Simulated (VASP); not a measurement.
Here is a VASP 6.6.1 calculation.

INCAR

```
SYSTEM = Ga
PREC = Accurate
ENCUT = 520
EDIFF = 1E-6
ISMEAR = 0
SIGMA = 0.1
LREAL = .FALSE.
LASPH = .TRUE.
NELM = 80
ALGO = Fast
ISIF = 2
LWAVE = .FALSE.
LCHARG = .FALSE.
GGA = PS
NBANDS = 34
```

The input KPOINTS:

```
Automatic mesh
0
G
  10 10 8
  0 0 0
```

File POSCAR:

```
Ga
1.0
    3.9713830783     -2.3715232877      0.0000000000
    3.9207090868      2.2883899728      0.0000000000
    0.0000000000      0.0000000000      4.6185928962
Ga
4
Direct
    0.9663607157      0.3372602899      0.2491259641
    0.3553779719      0.9691791305      0.7508740359
    0.0336392843      0.6627397101      0.7491259641
    0.6446220281      0.0308208695      0.2508740359
```

Potentials or basis: VASP PAW PBE potentials, release 64 (Ga_d).

Command:

```bash
$ cat potpaw_PBE.64/Ga_d/POTCAR > POTCAR
$ mpirun -np 1 vasp_std > vasp.out
```

Problem. Estimate the largest force.

Solution. 0.463 eV/Å.

Problem. Predict the pressure.

Solution. -3.5 GPa.

Problem. Predict the band gap on the k mesh.

Solution. Zero (bands 26 and 27 overlap by 0.63 eV).

Stress tensor (GPa, compression positive):
```
-2.25  0.41  0.00
 0.41 -4.06  0.00
 0.00  0.00 -4.19
```

Caveat: the cell differs from its parent crystal (strained and its atoms moved); the cell stands under tension; the PAW data sets were made with another functional, which shifts forces and pressure a little.
